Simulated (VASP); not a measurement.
# Al2O3 (Corundum) (R-3c) in VASP: further runs

The runs below take Al2O3 (Corundum) through single point, relaxation of the atoms, with PBE.

Everything below comes from runs of VASP 6.6.1. Logs are shortened: lines on timing, memory, paths and dates and some standing lists are left out, and cuts for length are marked.

### 1 The cell of the first run

The structure is trigonal, space group R-3c (No. 167). The conventional cell has a = 4.760 Å, b = 4.760 Å, c = 12.996 Å, α = 90.00°, β = 90.00°, γ = 120.00°. Within 2.5 Å of Al (site symmetry 3) lie 6 O at 1.86 to 1.97 Å. O (site symmetry 2) has 4 Al at 1.86 to 1.97 Å within 2.5 Å.

### 2 Single point, PBE

Input file INCAR:

```
SYSTEM = Al2O3
ALGO = Normal ; EDIFF = 1E-6
ENCUT = 520 ; GGA = PE
ISIF = 2 ; ISMEAR = -1
LASPH = .True. ; LCHARG = .False.
LREAL = .False. ; LWAVE = .False.
NBANDS = 35 ; NELM = 60
PREC = Accurate ; SIGMA = 0.02
```

Input file KPOINTS:

```
k-points
0
Gamma
  5 5 5
  0 0 0
```

Input file POSCAR:

```
Al2O3
1.0
    2.3802500000      1.3742379782      4.3318666667
   -2.3802500000      1.3742379782      4.3318666667
    0.0000000000     -2.7484759565      4.3318666667
Al O
4 6
Direct
    0.3520818626      0.3520818626      0.3520818626
    0.1479181374      0.1479181374      0.1479181374
    0.6479181374      0.6479181374      0.6479181374
    0.8520818626      0.8520818626      0.8520818626
    0.5564631016      0.9435368984      0.2500000000
    0.2500000000      0.5564631016      0.9435368984
    0.9435368984      0.2500000000      0.5564631016
    0.4435368984      0.0564631016      0.7500000000
    0.7500000000      0.4435368984      0.0564631016
    0.0564631016      0.7500000000      0.4435368984
```

Potentials or basis: VASP PAW PBE potentials, release 64 (Al, O).

Launch:

```console
$ cat potpaw_PBE.64/Al/POTCAR potpaw_PBE.64/O/POTCAR > POTCAR
$ mpirun -np 1 vasp_std > vasp.out
```

OUTCAR:

```text
SYSTEM = Al2O3
   EDIFF = 1E-6
   ENCUT = 520
   GGA = PE
   ISIF = 2
   ISMEAR = -1
   LASPH = .True.
   LREAL = .False.
   NELM = 60
   PREC = Accurate

 ion  position               nearest neighbor table
   1  0.352  0.352  0.352-   9 1.86  10 1.86   8 1.86   7 1.97   5 1.97   6 1.97   2 2.65   3 2.79
                             3 2.79   3 2.79   2 3.22   2 3.22   2 3.22
   2  0.148  0.148  0.148-  10 1.86   9 1.86   8 1.86   6 1.97   5 1.97   7 1.97   1 2.65   4 2.79
                             4 2.79   4 2.79   1 3.22   1 3.22   1 3.22
   3  0.648  0.648  0.648-   6 1.86   7 1.86   5 1.86  10 1.97   8 1.97   9 1.97   4 2.65   1 2.79
                             1 2.79   1 2.79   4 3.22   4 3.22   4 3.22
   4  0.852  0.852  0.852-   7 1.86   6 1.86   5 1.86   9 1.97   8 1.97  10 1.97   3 2.65   2 2.79
                             2 2.79   2 2.79   3 3.22   3 3.22   3 3.22
   5  0.556  0.944  0.250-   3 1.86   4 1.86   1 1.97   2 1.97
   6  0.250  0.556  0.944-   3 1.86   4 1.86   2 1.97   1 1.97
   7  0.944  0.250  0.556-   4 1.86   3 1.86   1 1.97   2 1.97
   8  0.444  0.056  0.750-   1 1.86   2 1.86   3 1.97   4 1.97
   9  0.750  0.444  0.056-   1 1.86   2 1.86   4 1.97   3 1.97
  10  0.056  0.750  0.444-   2 1.86   1 1.86   3 1.97   4 1.97

  LATTYP: Found a trigonal (rhomboedric) cell.
 ALAT       =     5.1302230849
 COS(alpha) =     0.5694707703

  Lattice vectors:

 A1 = (   2.3802500000,   1.3742379782,   4.3318666667)
 A2 = (  -2.3802500000,   1.3742379782,   4.3318666667)
 A3 = (   0.0000000000,  -2.7484759565,   4.3318666667)

Analysis of symmetry for initial positions (statically):
=====================================================================
 Subroutine PRICEL returns:
 Original cell was already a primitive cell.

 Routine SETGRP: Setting up the symmetry group for a
 trigonal (rhombohedral) supercell.

 Subroutine GETGRP returns: Found 12 space group operations
 (whereof  6 operations were pure point group operations)
 out of a pool of 12 trial point group operations.

The static configuration has the point symmetry S_6 .
 The point group associated with its full space group is D_3d.

Analysis of symmetry for dynamics (positions and initial velocities):
=====================================================================
 Subroutine PRICEL returns:
 Original cell was already a primitive cell.

 Routine SETGRP: Setting up the symmetry group for a
 trigonal (rhombohedral) supercell.

 Subroutine GETGRP returns: Found 12 space group operations
 (whereof  6 operations were pure point group operations)
 out of a pool of 12 trial point group operations.

The dynamic configuration has the point symmetry S_6 .
[... 121 lines left out ...]
   NELECT =      48.0000    total number of electrons
   NUPDOWN=      -1.0000    fix difference up-down
   EMIN   =  10.00;   EMAX   =-10.00  energy-range for DOS
   EFERMI =   0.00;   METHOD = LEGACY
   ISMEAR =    -1;   SIGMA  =   0.02  broadening in eV -4-tet -1-fermi 0-gaus
   EFERMI_NEDOS =   21; number of points for ismear=-14 and -15
   IALGO  =     38    algorithm
   IMIX   =      4    mixing-type and parameters
     AMIX     =   0.40;   BMIX     =  1.00
     AMIX_MAG =   1.60;   BMIX_MAG =  1.00
  volume/ion in A,a.u.               =       8.50        57.37
  Fermi-wavevector in a.u.,A,eV,Ry     =   1.353064  2.556920 24.909299  1.830782
  Thomas-Fermi vector in A             =   2.480350
   LORBIT       =      0    0 simple, 1 ext, 2 COOP (PROOUT), +10 PAW based schemes
   GGA     = PE    functional components
   LHFCALC =     F    Hartree Fock is set to
   AEXX    =    0.0000 exact exchange contribution
   IVDW    =     0    specifies the selected vdW correction
   LEPSILON=     F    determine dielectric tensor
   LRPA    =     F    only Hartree local field effects (RPA)
 non-spin polarized calculation
  energy-cutoff  :      520.00
  volume of cell :       85.02
 maximum number of plane-waves:      2304
 NGX is ok and might be reduce to    40
   NGX = 19   NGY = 19   NGZ = 19

 number of electron      48.0000013 magnetization

 Free energy of the ion-electron system (eV)
  ---------------------------------------------------
  ext. energy  EPLUGINS =         0.00000000
  ---------------------------------------------------
  free energy    TOTEN  =       -74.75254917 eV

  energy without entropy =      -74.75254917  energy(sigma->0) =      -74.75254917

 E-fermi :   6.5793     XC(G=0): -11.6853

 val. band max:        6.1375836315   @ k =   0.0000   0.0000   0.0000
 cond. band min:      12.3583150733   @ k =   0.0000   0.0000   0.0000
 fundamental gap:      6.2207314418
 Fermi energy:         6.5793079452

 k-point     1 :       0.0000    0.0000    0.0000
  band No.  band energies     occupation
      1     -13.1050      2.00000
      2     -10.7713      2.00000
      3     -10.4911      2.00000
      4     -10.4911      2.00000
      5     -10.1747      2.00000
      6     -10.1747      2.00000
[... 711 lines left out ...]
     34      19.3367      0.00000
     35      20.3146      0.00000

------------------------ aborting loop because EDIFF is reached ----------------------------------------

  FORCE on cell =-STRESS in cart. coord.  units (eV):
  Direction    XX          YY          ZZ          XY          YZ          ZX
  --------------------------------------------------------------------------------------
  -------------------------------------------------------------------------------------
  Total        3.9295235      3.9295235      3.6203776      0.0000000     -0.0000000     -0.0000000
  in kB       74.0524822     74.0524822     68.2265802      0.0000000     -0.0000000     -0.0000000
  external PRESSURE =      72.1105149 kB  Pullay stress =       0.0000000 kB

 VOLUME and BASIS-vectors are now :
 -----------------------------------------------------------------------------
  energy-cutoff  :      520.00
  volume of cell :       85.02
      direct lattice vectors                 reciprocal lattice vectors
     2.380250000  1.374237978  4.331866667     0.210061968  0.121279334  0.076949121
    -2.380250000  1.374237978  4.331866667    -0.210061968  0.121279334  0.076949121
     0.000000000 -2.748475957  4.331866667     0.000000000 -0.242558668  0.076949121

 POSITION                                       TOTAL-FORCE (eV/Angst)
 -----------------------------------------------------------------------------------
      0.00000     -0.00000      4.57552        -0.000000      0.000000     -0.004392
      0.00000     -0.00000      1.92228        -0.000000     -0.000000      0.004392
      0.00000     -0.00000      8.42008        -0.000000     -0.000000      0.004392
      0.00000     -0.00000     11.07332        -0.000000      0.000000     -0.004392
     -0.92133      1.37424      7.58077         0.001417     -0.000000      0.000000
     -0.72946     -1.48502      7.58077        -0.000708      0.001227      0.000000
      1.65079      0.11078      7.58077        -0.000708     -0.001227      0.000000
      0.92133     -1.37424      5.41483        -0.001417      0.000000      0.000000
      0.72946      1.48502      5.41483         0.000708     -0.001227      0.000000
     -1.65079     -0.11078      5.41483         0.000708      0.001227      0.000000
 -----------------------------------------------------------------------------------
    total drift:                               -0.000000      0.000000     -0.000000

  FREE ENERGIE OF THE ION-ELECTRON SYSTEM (eV)
  ---------------------------------------------------
  free  energy   TOTEN  =       -74.7525491698 eV

  energy  without entropy=      -74.7525491698  energy(sigma->0) =      -74.75254917
```

OSZICAR:

```text
N       E                     dE             d eps       ncg     rms          rms(c)
DAV:   1     0.231044936576E+03    0.23104E+03   -0.25535E+04  1330   0.131E+03
DAV:   2    -0.699126628998E+02   -0.30096E+03   -0.29086E+03  1730   0.289E+02
DAV:   3    -0.827142261252E+02   -0.12802E+02   -0.12758E+02  1713   0.603E+01
DAV:   4    -0.828136452307E+02   -0.99419E-01   -0.99363E-01  1612   0.612E+00
DAV:   5    -0.828148615849E+02   -0.12164E-02   -0.12161E-02  1692   0.675E-01    0.176E+01
DAV:   6    -0.746882373938E+02    0.81266E+01   -0.28312E+01  1611   0.284E+01    0.597E+00
DAV:   7    -0.747289094349E+02   -0.40672E-01   -0.85562E-01  1628   0.458E+00    0.329E+00
DAV:   8    -0.747480941853E+02   -0.19185E-01   -0.84974E-02  1545   0.223E+00    0.689E-01
DAV:   9    -0.747519294859E+02   -0.38353E-02   -0.21770E-02  1740   0.798E-01    0.316E-01
DAV:  10    -0.747525819621E+02   -0.65248E-03   -0.78408E-04  1478   0.167E-01    0.740E-02
DAV:  11    -0.747525467716E+02    0.35190E-04   -0.35112E-04  1684   0.107E-01    0.227E-02
DAV:  12    -0.747525496352E+02   -0.28636E-05   -0.19308E-05  1518   0.264E-02    0.555E-03
DAV:  13    -0.747525491698E+02    0.46535E-06   -0.30069E-06  1636   0.962E-03
   1 F= -.74752549E+02 E0= -.74752549E+02  d E =-.338503E-11
```

It used 55 s of CPU time on 1 thread of Intel Xeon 6975P-C, with other jobs on the host.

Results:

| Property | Result |
| --- | --- |
| Free energy | -74.7525 eV |
| Pressure | 7.2 GPa |
| Largest force | 0.004 eV/Å |
| Band gap on the k mesh | 6.22 eV, direct |

Forces in eV/Å, atoms in the order of the input:
```
Al   0.000  0.000 -0.004
Al   0.000  0.000  0.004
Al   0.000  0.000  0.004
Al   0.000  0.000 -0.004
O    0.001  0.000  0.000
O   -0.001  0.001  0.000
O   -0.001 -0.001  0.000
O   -0.001  0.000  0.000
O    0.001 -0.001  0.000
O    0.001  0.001  0.000
```

Stress tensor (GPa, compression positive):
```
7.41 0.00 0.00
0.00 7.41 0.00
0.00 0.00 6.82
```

Levels at points of the mesh, in eV from the valence-band top:
```
           k point  band 21  band 22  band 23  band 24  band 25  band 26  band 27  band 28
(0.00, 0.00, 0.00)    -0.49    -0.04    -0.04     0.00     6.22     9.14    10.74    11.52
```

As with any semilocal functional, this PBE gap is likely too small.

### 3 Relaxation of the atoms, PBE

Input file INCAR:

```
PREC     = Accurate       # precision mode
ENCUT    = 520            # plane-wave cutoff, eV
EDIFF    = 1E-6           # SCF threshold, eV
ISMEAR   = -1             # smearing method
SIGMA    = 0.02           # smearing width, eV
LREAL    = False          # projectors in reciprocal space
LASPH    = True           # aspherical terms in the spheres
NELM     = 60             # most SCF steps
ALGO     = Normal         # electronic algorithm
ISIF     = 2              # what is computed and relaxed
LWAVE    = False          # write WAVECAR
LCHARG   = False          # write CHGCAR
GGA      = PE             # functional
IBRION   = 2              # ionic algorithm
NSW      = 80             # ionic steps
EDIFFG   = -0.02          # ionic threshold
```

Input file KPOINTS:

```
Automatic mesh
0
Gamma
  5 5 5
```

Input file POSCAR:

```
Al2O3
1.0
    2.3802500000      1.3742379782      4.3318666667
   -2.3802500000      1.3742379782      4.3318666667
    0.0000000000     -2.7484759565      4.3318666667
Al O
4 6
Direct
    0.3521600000      0.3521600000      0.3521600000
    0.1478400000      0.1478400000      0.1478400000
    0.6478400000      0.6478400000      0.6478400000
    0.8521600000      0.8521600000      0.8521600000
    0.5566800000      0.9433200000      0.2500000000
    0.2500000000      0.5566800000      0.9433200000
    0.9433200000      0.2500000000      0.5566800000
    0.4433200000      0.0566800000      0.7500000000
    0.7500000000      0.4433200000      0.0566800000
    0.0566800000      0.7500000000      0.4433200000
```

Potentials or basis: VASP PAW PBE potentials, release 64 (Al, O).

Launch:

```console
$ cat potpaw_PBE.64/Al/POTCAR potpaw_PBE.64/O/POTCAR > POTCAR
$ mpirun -np 1 vasp_std > vasp.out
```

It used 70 s of CPU time on 1 thread of Intel Xeon 6975P-C (shared host).

It converged, with:

```yaml
Free_energy: -74.7525 eV
Energy_gained_by_relaxing: 0.0 meV/atom
Ionic_steps: 2
Pressure_after_relaxing: 7.2 GPa
Largest_force_after_relaxing: 0.007 eV/Å
Band_gap_on_the_k_mesh: 6.22 eV, direct
```

Forces in eV/Å, atoms in the order of the input:
```
Al   0.000  0.000  0.001
Al   0.000  0.000 -0.001
Al   0.000  0.000 -0.001
Al   0.000  0.000  0.001
O    0.007  0.000  0.000
O   -0.003  0.006  0.000
O   -0.003 -0.006  0.000
O   -0.007  0.000  0.000
O    0.003 -0.006  0.000
O    0.003  0.006  0.000
```

Stress tensor (GPa, compression positive):
```
7.40 0.00 0.00
0.00 7.40 0.00
0.00 0.00 6.83
```

The path:
| step | energy change (eV) | largest force (eV/Å) | pressure (GPa) |
| --- | --- | --- | --- |
| 1 | 0.0000 | 0.0267 | 7.20 |
| 2 | -0.0001 | 0.0069 | 7.21 |

Final structure:
```
Al O
1.0
     2.38025    1.37424    4.33187
    -2.38025    1.37424    4.33187
     0.00000   -2.74848    4.33187
Al O
4 6
Direct
  0.35206 0.35206 0.35206
  0.14794 0.14794 0.14794
  0.64794 0.64794 0.64794
  0.85206 0.85206 0.85206
  0.55642 0.94358 0.25000
  0.25000 0.55642 0.94358
  0.94358 0.25000 0.55642
  0.44358 0.05642 0.75000
  0.75000 0.44358 0.05642
  0.05642 0.75000 0.44358
```

Levels at points of the mesh, in eV from the valence-band top:
```csv
k point,band 20,band 21,band 22,band 23,band 24,band 25,band 26,band 27,band 28,band 29
"(0.00, 0.00, 0.00)",-0.49,-0.49,-0.04,-0.04,0.00,6.22,9.14,10.74,11.53,11.53
```

Expect the measured gap to be larger: semilocal functionals such as PBE lack the derivative discontinuity.
